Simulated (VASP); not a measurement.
Here is a VASP 6.6.1 calculation.

File POSCAR:

```
KI
1.0
    2.9939027802     -2.9964268261      0.0000000000
    2.9939027802      2.9964268261      0.0000000000
    0.0000000000      0.0000000000      4.2384759234
K I
1 1
Direct
    0.0000000000      0.0000000000      0.0000000000
    0.5000000000      0.5000000000      0.5000000000
```

Contents of INCAR.step1:

```
SYSTEM = KI
  ALGO = Normal
  EDIFF = 1E-7
  ENCUT = 520
  GGA = PE
  ISIF = 2
  ISMEAR = 0
  IVDW = 12
  LASPH = .TRUE.
  LCHARG = .TRUE.
  LREAL = .FALSE.
  LWAVE = .FALSE.
  NBANDS = 15
  NELM = 100
  PREC = Accurate
  SIGMA = 0.02
```

Contents of KPOINTS.step1:

```
k-points
0
G
  6 6 6
  0 0 0
```

Contents of INCAR.step2:

```
SYSTEM = KI
  ALGO = Normal
  EDIFF = 1E-7
  ENCUT = 520
  GGA = PE
  ICHARG = 11
  ISIF = 2
  ISMEAR = -5
  IVDW = 12
  LASPH = .TRUE.
  LCHARG = .FALSE.
  LORBIT = 10
  LREAL = .FALSE.
  LWAVE = .FALSE.
  NBANDS = 15
  NEDOS = 2001
  NELM = 100
  PREC = Accurate
  SIGMA = 0.02
```

Contents of KPOINTS.step2:

```
k-points
0
G
  9 9 9
  0 0 0
```

Potentials or basis: VASP PAW PBE potentials, release 64 (K_sv, I).

The run is started by

```bash
$ cat potpaw_PBE.64/K_sv/POTCAR potpaw_PBE.64/I/POTCAR > POTCAR
$ cp INCAR.step1 INCAR
$ cp KPOINTS.step1 KPOINTS
$ mpirun -np 1 vasp_std > vasp.out
$ cp INCAR.step2 INCAR
$ cp KPOINTS.step2 KPOINTS
$ mpirun -np 1 vasp_std > vasp.out
```

Task: Estimate the dispersion energy per atom.

Result: -0.269 eV.
